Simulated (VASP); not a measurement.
A run of VASP 6.6.1 is set up as follows.

Contents of INCAR:

```
SYSTEM = Au
PREC = Accurate
ENCUT = 520
EDIFF = 1E-6
ISMEAR = -1
SIGMA = 0.05
LREAL = .False.
LASPH = .True.
NELM = 60
ALGO = Normal
ISIF = 2
LWAVE = .False.
LCHARG = .False.
NBANDS = 12
```

File KPOINTS:

```
Automatic mesh
0
Gamma
  11 11 11
  0 0 0
```

Contents of POSCAR:

```
Au
1.0
    0.0000000000      2.0237325390      2.0237325390
    2.0237325390      0.0000000000      2.0237325390
    2.0237325390      2.0237325390      0.0000000000
Au
1
Direct
    0.0000000000      0.0000000000      0.0000000000
```

Potentials or basis: VASP PAW LDA potentials, release 64 (Au).

Launch:

```bash
$ cat potpaw_LDA.64/Au/POTCAR > POTCAR
$ mpirun -np 1 vasp_std > vasp.out
```

**Question.** What does it give for the pressure?

**Answer.** 0.5 GPa.
